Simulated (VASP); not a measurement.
# NaH in VASP: further runs, part 2 of 2

VASP 6.6.1. Earlier steps stand in the parts before.

**4. Single point, PBE (epitaxial xy strain +1.0%)**

File INCAR:

```
PREC     = Accurate       # precision mode
ENCUT    = 520            # plane-wave cutoff, eV
EDIFF    = 1E-6           # SCF threshold, eV
ISMEAR   = -1             # smearing method
SIGMA    = 0.02           # smearing width, eV
LREAL    = False          # projectors in reciprocal space
LASPH    = True           # aspherical terms in the spheres
NELM     = 80             # most SCF steps
ALGO     = Normal         # electronic algorithm
ISIF     = 2              # what is computed and relaxed
LWAVE    = False          # write WAVECAR
LCHARG   = True           # write CHGCAR
GGA      = PE             # functional
LELF     = True           # ELF
LVHAR    = True         
NBANDS   = 11             # bands
```

File KPOINTS:

```
regular mesh
0
Gamma
  8 8 8
```

File POSCAR:

```
NaH
1.0
    0.0000000000      2.6228902666      2.5542353627
    2.6228902666      0.0000000000      2.5542353627
    2.6228902666      2.6228902666      0.0000000000
Na H
1 1
Direct
    0.0000000000      0.0000000000      0.0000000000
    0.2500000000      0.2500000000      0.2500000000
```

Potentials or basis: VASP PAW PBE potentials, release 64 (Na_pv, H).

Command:

```console
$ cat potpaw_PBE.64/Na_pv/POTCAR potpaw_PBE.64/H/POTCAR > POTCAR
$ mpirun -np 1 vasp_std > vasp.out
```

OUTCAR:

```text
PREC = Accurate
   ENCUT = 520
   EDIFF = 1E-6
   ISMEAR = -1
   LREAL = False
   LASPH = True
   NELM = 80
   ISIF = 2
   GGA = PE

 ion  position               nearest neighbor table
   1  0.000  0.000  0.000-
   2  0.250  0.250  0.250-

  LATTYP: Found a body centered tetragonal cell.
 ALAT       =     3.7093269876
 C/A-ratio  =     1.3771961174

  Lattice vectors:

 A1 = (   0.0000000000,  -2.6228902666,  -2.5542353627)
 A2 = (   0.0000000000,   2.6228902666,  -2.5542353627)
 A3 = (   2.6228902666,   0.0000000000,   2.5542353627)

Analysis of symmetry for initial positions (statically):
=====================================================================
 Subroutine PRICEL returns:
 Original cell was already a primitive cell.

 Routine SETGRP: Setting up the symmetry group for a
 body centered tetragonal supercell.

 Subroutine GETGRP returns: Found  8 space group operations
 (whereof  8 operations were pure point group operations)
 out of a pool of 16 trial point group operations.

The static configuration has the point symmetry D_2d.

Analysis of symmetry for dynamics (positions and initial velocities):
=====================================================================
 Subroutine PRICEL returns:
 Original cell was already a primitive cell.

 Routine SETGRP: Setting up the symmetry group for a
 body centered tetragonal supercell.

 Subroutine GETGRP returns: Found  8 space group operations
 (whereof  8 operations were pure point group operations)
 out of a pool of 16 trial point group operations.

The dynamic configuration has the point symmetry D_2d.

 Subroutine INISYM returns: Found  8 space group operations
 (whereof  8 operations are pure point group operations),
 and found     1 'primitive' translations

----------------------------------------------------------------------------------------

[... 116 lines left out ...]
   LORBIT       =      0    0 simple, 1 ext, 2 COOP (PROOUT), +10 PAW based schemes
   GGA     = PE    functional components
   LHFCALC =     F    Hartree Fock is set to
   AEXX    =    0.0000 exact exchange contribution
   IVDW    =     0    specifies the selected vdW correction
   LEPSILON=     F    determine dielectric tensor
   LRPA    =     F    only Hartree local field effects (RPA)
 non-spin polarized calculation
  energy-cutoff  :      520.00
  volume of cell :       35.14
 maximum number of plane-waves:       966
   NGX = 13   NGY = 13   NGZ = 13

 number of electron       8.0000008 magnetization

 Free energy of the ion-electron system (eV)
  ---------------------------------------------------
  ext. energy  EPLUGINS =         0.00000000
  ---------------------------------------------------
  free energy    TOTEN  =        -4.98989625 eV

  energy without entropy =       -4.98989625  energy(sigma->0) =       -4.98989625

 E-fermi :  -1.4747     XC(G=0):  -6.8660

 val. band max:       -1.8832527853   @ k =  -0.3750   0.5000   0.1250
 cond. band min:       1.7120929390   @ k =   0.5000  -0.0000   0.0000
 fundamental gap:      3.5953457244
 Fermi energy:        -1.4746998046

 k-point     1 :       0.0000    0.0000    0.0000
  band No.  band energies     occupation
      1     -23.8985      2.00000
      2     -23.8943      2.00000
      3     -23.8943      2.00000
      4      -4.7276      2.00000
      5       6.3060      0.00000
      6      11.4092      0.00000
      7      11.4092      0.00000
      8      11.4557      0.00000
      9      14.0768      0.00000
     10      14.0768      0.00000
     11      14.0959      0.00000
[... 309 lines left out ...]
 k-point    24 :       0.3750   -0.0000    0.1250
  band No.  band energies     occupation
      1     -23.9301      2.00000
      2     -23.9042      2.00000
      3     -23.9018      2.00000
      4      -3.2087      2.00000
      5       3.0937      0.00000
      6       7.9970      0.00000
      7       9.5909      0.00000
      8      10.5715      0.00000
      9      12.9129      0.00000
     10      14.7406      0.00000
     11      15.4691      0.00000

 [... further k-points ...]

------------------------ aborting loop because EDIFF is reached ----------------------------------------

  FORCE on cell =-STRESS in cart. coord.  units (eV):
  Direction    XX          YY          ZZ          XY          YZ          ZX
  --------------------------------------------------------------------------------------
  -------------------------------------------------------------------------------------
  Total        0.0271846      0.0271846      0.0506683      0.0000000      0.0000000      0.0000000
  in kB        1.2393149      1.2393149      2.3099150      0.0000000      0.0000000      0.0000000
  external PRESSURE =       1.5961816 kB  Pullay stress =       0.0000000 kB

 VOLUME and BASIS-vectors are now :
 -----------------------------------------------------------------------------
  energy-cutoff  :      520.00
  volume of cell :       35.14
      direct lattice vectors                 reciprocal lattice vectors
     0.000000000  2.622890267  2.554235363    -0.190629401  0.190629401  0.195753300
     2.622890267  0.000000000  2.554235363     0.190629401 -0.190629401  0.195753300
     2.622890267  2.622890267  0.000000000     0.190629401  0.190629401 -0.195753300

 POSITION                                       TOTAL-FORCE (eV/Angst)
 -----------------------------------------------------------------------------------
      0.00000      0.00000      0.00000         0.000000      0.000000      0.000000
      1.31145      1.31145      1.27712        -0.000000     -0.000000      0.000000
 -----------------------------------------------------------------------------------
    total drift:                                0.000002      0.000002      0.000001

  FREE ENERGIE OF THE ION-ELECTRON SYSTEM (eV)
  ---------------------------------------------------
  free  energy   TOTEN  =        -4.9898962516 eV

  energy  without entropy=       -4.9898962516  energy(sigma->0) =       -4.98989625
```

It took 16 s on 1 thread of Intel Xeon Platinum 8375C at 2.90GHz (Ice Lake), shared host; peak memory 0.15 GiB.

What came out:

* Free energy: -4.9899 eV
* Pressure: 0.2 GPa
* Band gap on the k mesh: 3.60 eV, indirect (least direct gap 4.31 eV)

Caveat: the cell differs from its parent crystal (epitaxial xy strain +1.0%). A k mesh can miss the band edges.

**5. Single point, PBE (uniaxial z strain +4.0%)**

File INCAR:

```
PREC     = Accurate       # precision mode
ENCUT    = 520            # plane-wave cutoff, eV
EDIFF    = 1E-7           # SCF threshold, eV
ISMEAR   = -1             # smearing method
SIGMA    = 0.02           # smearing width, eV
LREAL    = F              # projectors in reciprocal space
LASPH    = T              # aspherical terms in the spheres
NELM     = 60             # most SCF steps
ALGO     = Normal         # electronic algorithm
ISIF     = 2              # what is computed and relaxed
LWAVE    = F              # write WAVECAR
LCHARG   = F              # write CHGCAR
GGA      = PE             # functional
NBANDS   = 11             # bands
```

KPOINTS is that of step 4.

File POSCAR:

```
NaH
1.0
    0.0000000000      2.5969210561      2.7007978983
    2.5969210561      0.0000000000      2.7007978983
    2.5969210561      2.5969210561      0.0000000000
Na H
1 1
Direct
    0.0000000000      0.0000000000      0.0000000000
    0.2500000000      0.2500000000      0.2500000000
```

Command:

```console
$ cat potpaw_PBE.64/Na_pv/POTCAR potpaw_PBE.64/H/POTCAR > POTCAR
$ mpirun -np 1 vasp_std > vasp.out
```

It took 16 s on 1 thread of Intel Xeon Platinum 8375C at 2.90GHz (Ice Lake), shared host; peak memory 0.16 GiB.

The run converged. Its results:

```
Free energy            : -4.9886 eV
Pressure               : -0.5 GPa
Band gap on the k mesh : 3.54 eV, indirect (least direct gap 4.26 eV)
```

Stress tensor (GPa, compression positive):
```
-0.36  0.00  0.00
 0.00 -0.36  0.00
 0.00  0.00 -0.64
```

Levels at points of the mesh, in eV from the valence-band top:
```tsv
k point	band 1	band 2	band 3	band 4	band 5	band 6	band 7	band 8	band 9
(0.00, 0.00, 0.00)	-22.10	-22.10	-22.10	-2.78	7.98	13.02	13.10	13.10	15.59
(0.50, 0.00, 0.00)	-22.14	-22.11	-22.11	-0.72	3.54	10.35	12.05	12.59	13.60
(0.50, 0.50, 0.00)	-22.14	-22.12	-22.12	-0.23	4.70	7.39	9.78	9.78	12.22
(0.50, 0.00, 0.50)	-22.14	-22.12	-22.11	-0.06	5.06	7.28	9.37	9.39	11.87
```

Caveat: the cell differs from its parent crystal (uniaxial z strain +4.0%).

**6. Overview**

```csv
level,cell,smearing,gap on the mesh (eV),pressure (GPa)
r2SCAN,"a = 3.673 Å, angles 60.0°, 2 atoms",gaussian 0.01 eV,4.05,-0.2
PBE,"a = 3.682, b = 3.682, c = 3.636 Å, angles 60.4, 60.4, 59.2°, 2 atoms",fermi-dirac 0.02 eV,3.59,0.3
PBE,"a = 3.661, b = 3.661, c = 3.709 Å, angles 59.6, 59.6, 60.9°, 2 atoms",fermi-dirac 0.02 eV,3.60,0.2
PBE,"a = 3.747, b = 3.747, c = 3.673 Å, angles 60.7, 60.7, 58.7°, 2 atoms",fermi-dirac 0.02 eV,3.54,-0.5
```

Alike in all rows: task single point; potentials or basis VASP PAW PBE potentials, release 64 (Na_pv, H); no spin polarisation; k mesh 8 × 8 × 8; cutoff (eV) 520.

Caveats: the PAW data sets were made with another functional, which shifts forces and pressure a little (some runs).

Total energies depend on the potentials used, so only differences within one code and one set of settings carry meaning.
